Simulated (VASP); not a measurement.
Crystal: MnHg.

```
Mn Hg
1.0
     3.31500    0.00000    0.00000
     0.00000    3.31500    0.00000
     0.00000    0.00000    3.31500
Mn Hg
1 1
Direct
  0.50000 0.50000 0.50000
  0.00000 0.00000 0.00000
```

Base run:

| Property | Result |
| --- | --- |
| Program | VASP 6.6.1 |
| Functional | PBEsol |
| Potentials or basis | VASP PAW PBE potentials, release 64 (Mn_pv, Hg) |
| Cutoff | 520 eV |
| k mesh | 11 × 11 × 11 |
| Occupations | fermi-dirac, width 0.08 eV |
| Spin | collinear spin, ferromagnetic start |
| Starting moments | [4.0, 0.0] μB |

Its results: pressure -4.5 GPa; net moment 3.92 μB per cell; site moments Mn +3.82; Hg -0.05 μB.

Task: The run is repeated on the same cell with these changes: functional from PBEsol to PBE. What comes out?

Result: Pressure 1.0 GPa; net moment 3.92 μB per cell; site moments Mn +3.83; Hg -0.05 μB.

PBE binds less tightly than PBEsol, so the same cell stands under more pressure.

Caveats: the cell stands under tension (at least some runs); the PAW data sets were made with another functional, which shifts forces and pressure a little (at least some runs).
